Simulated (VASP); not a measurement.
# BiTe (I4/mmm) in VASP: notebook, part 2 of 2

VASP 6.6.1. The steps go on from the part before.

## 4. Single point, PBEsol (strain +0.0400 x Voigt [1, 1, 0, 0, 0, 0])

Input file INCAR:

```
SYSTEM = BiTe
ALGO     = Normal         ! electronic algorithm
EDIFF    = 1E-6           ! SCF threshold, eV
ENCUT    = 520            ! plane-wave cutoff, eV
GGA      = PS             ! functional
ISIF     = 2              ! what is computed and relaxed
ISMEAR   = 1              ! smearing method
LASPH    = .TRUE.         ! aspherical terms in the spheres
LCHARG   = .TRUE.         ! write CHGCAR
LELF     = .TRUE.         ! ELF
LREAL    = .FALSE.        ! projectors in reciprocal space
LVHAR    = .TRUE.       
LWAVE    = .FALSE.        ! write WAVECAR
NBANDS   = 18             ! bands
NELM     = 80             ! most SCF steps
PREC     = Accurate       ! precision mode
SIGMA    = 0.1            ! smearing width, eV
```

Input file KPOINTS:

```
k-points
0
G
  14 14 14
  0 0 0
```

Input file POSCAR:

```
BiTe
1.0
    0.0000000000      3.3644000000      3.2350000000
    3.3644000000      0.0000000000      3.2350000000
    3.3644000000      3.3644000000      0.0000000000
Bi Te
1 1
Direct
    0.0000000000      0.0000000000      0.0000000000
    0.5000000000      0.5000000000      0.5000000000
```

Potentials or basis: VASP PAW PBE potentials, release 64 (Bi_d, Te).

Started as:

```console
$ cat potpaw_PBE.64/Bi_d/POTCAR potpaw_PBE.64/Te/POTCAR > POTCAR
$ mpirun -np 1 vasp_std > vasp.out
```

OUTCAR:

```text
SYSTEM = BiTe
   EDIFF = 1E-6
   ENCUT = 520
   GGA = PS
   ISIF = 2
   ISMEAR = 1
   LASPH = .TRUE.
   LREAL = .FALSE.
   NELM = 80
   PREC = Accurate

 ion  position               nearest neighbor table
   1  0.000  0.000  0.000-   2 3.23   2 3.23   2 3.36   2 3.36   2 3.36   2 3.36
   2  0.500  0.500  0.500-   1 3.23   1 3.23   1 3.36   1 3.36   1 3.36   1 3.36

  LATTYP: Found a body centered tetragonal cell.
 ALAT       =     4.7579801092
 C/A-ratio  =     1.3598207331

  Lattice vectors:

 A1 = (   0.0000000000,  -3.3644000000,  -3.2350000000)
 A2 = (   0.0000000000,   3.3644000000,  -3.2350000000)
 A3 = (   3.3644000000,   0.0000000000,   3.2350000000)

Analysis of symmetry for initial positions (statically):
=====================================================================
 Subroutine PRICEL returns:
 Original cell was already a primitive cell.

 Routine SETGRP: Setting up the symmetry group for a
 body centered tetragonal supercell.

 Subroutine GETGRP returns: Found 16 space group operations
 (whereof 16 operations were pure point group operations)
 out of a pool of 16 trial point group operations.

The static configuration has the point symmetry D_4h.
[... 160 lines left out ...]

 E-fermi :   5.5577     XC(G=0):  -9.2496

 val. band max:        5.5502937666   @ k =   0.4286   0.0714   0.0000
 cond. band min:       5.5613612072   @ k =  -0.4286   0.0714   0.2143
 fundamental gap:      0.0110674406
 Fermi energy:         5.5576899454

 k-point     1 :       0.0000    0.0000    0.0000
  band No.  band energies     occupation
      1     -17.4782      2.00000
      2     -17.4719      2.00000
      3     -17.4719      2.00000
      4     -17.4592      2.00000
      5     -17.4590      2.00000
      6      -7.4589      2.00000
[... 481 lines left out ...]
      5     -17.4579      2.00000
      6      -6.8272      2.00000
[... 10 lines left out ...]
     17      12.6336      0.00000
     18      13.2432      0.00000

 [... further k-points ...]

------------------------ aborting loop because EDIFF is reached ----------------------------------------

  FORCE on cell =-STRESS in cart. coord.  units (eV):
  Direction    XX          YY          ZZ          XY          YZ          ZX
  --------------------------------------------------------------------------------------
  -------------------------------------------------------------------------------------
  Total       -2.4649788     -2.4649788     -1.4055963      0.0000000      0.0000000      0.0000000
  in kB      -53.9267483    -53.9267483    -30.7504619      0.0000000      0.0000000      0.0000000
  external PRESSURE =     -46.2013195 kB  Pullay stress =       0.0000000 kB

 VOLUME and BASIS-vectors are now :
 -----------------------------------------------------------------------------
  energy-cutoff  :      520.00
  volume of cell :       73.24
      direct lattice vectors                 reciprocal lattice vectors
     0.000000000  3.364400000  3.235000000    -0.148614909  0.148614909  0.154559505
     3.364400000  0.000000000  3.235000000     0.148614909 -0.148614909  0.154559505
     3.364400000  3.364400000  0.000000000     0.148614909  0.148614909 -0.154559505

 POSITION                                       TOTAL-FORCE (eV/Angst)
 -----------------------------------------------------------------------------------
      0.00000      0.00000      0.00000         0.000000     -0.000000      0.000000
      3.36440      3.36440      3.23500        -0.000000      0.000000     -0.000000
 -----------------------------------------------------------------------------------
    total drift:                               -0.000000      0.000000      0.000000

  FREE ENERGIE OF THE ION-ELECTRON SYSTEM (eV)
  ---------------------------------------------------
  free  energy   TOTEN  =        -7.8455695202 eV

  energy  without entropy=       -7.8447283561  energy(sigma->0) =       -7.84528913
```

stdout:

```text
POSCAR found type information on POSCAR BiTe
 POSCAR found :  2 types and       2 ions
 scaLAPACK will be used
 -----------------------------------------------------------------------------
|                                                                             |
|                                                                             |
|     You enforced a specific xc type in the INCAR file but a different       |
|     I HOPE YOU KNOW WHAT YOU ARE DOING!                                     |
|                                                                             |
 -----------------------------------------------------------------------------

 LDA part: xc-table for (Slater+PW92), standard interpolation
 POSCAR, INCAR and KPOINTS ok, starting setup
 FFT: planning ... GRIDC
 FFT: planning ... GRID_SOFT
 FFT: planning ... GRID
 WAVECAR not read
 entering main loop
```

It took 7.6 min on 1 thread of AMD EPYC 7R13, shared host; peak memory 0.42 GiB.

What came out:

- Free energy: -7.8456 eV
- Pressure: -4.6 GPa

Stress tensor (GPa, compression positive):
```
-5.39  0.00  0.00
 0.00 -5.39  0.00
 0.00  0.00 -3.08
```

Levels at points of the mesh, in eV from the Fermi level:
```csv
k point,band 6,band 7,band 8,band 9,band 10,band 11,band 12,band 13,band 14,band 15
"(0.00, 0.00, 0.00)",-13.02,-8.39,-2.65,-2.15,-2.15,1.72,1.72,2.57,4.68,4.68
"(0.50, 0.00, 0.00)",-11.26,-11.02,-1.76,-1.76,-1.53,-0.83,-0.55,-0.43,7.08,7.51
"(0.50, 0.50, 0.00)",-11.24,-10.19,-5.25,-3.68,-3.68,2.41,3.17,3.17,4.80,8.52
"(0.50, 0.00, 0.50)",-11.61,-9.80,-5.10,-3.87,-3.39,2.49,2.87,3.74,4.25,8.20
```

Caveat: the cell differs from its parent crystal (strain +0.0400 x Voigt [1, 1, 0, 0, 0, 0]); the PAW data sets were made with another functional, which shifts forces and pressure a little; spin-orbit coupling is left out, which moves the levels of the heavy elements.

## 5. The runs side by side

| cell | gap on the mesh (eV) | pressure (GPa) |
| --- | --- | --- |
| a = 4.644, b = 4.644, c = 4.712 Å, angles 59.5, 59.5, 61.0°, 2 atoms | none | -4.0 |
| a = 4.656, b = 4.656, c = 4.735 Å, angles 59.4, 59.4, 61.1°, 2 atoms | none | -4.3 |
| a = 4.667, b = 4.667, c = 4.758 Å, angles 59.4, 59.4, 61.3°, 2 atoms | none | -4.6 |

Alike in all rows: task single point; level PBEsol; potentials or basis VASP PAW PBE potentials, release 64 (Bi_d, Te); no spin polarisation; k mesh 14 × 14 × 14; cutoff (eV) 520; smearing methfessel-paxton 0.1 eV.

Caveats: the PAW data sets were made with another functional, which shifts forces and pressure a little; spin-orbit coupling is left out, which moves the levels of the heavy elements.

Absolute energies hang on the potentials; compare differences alone.
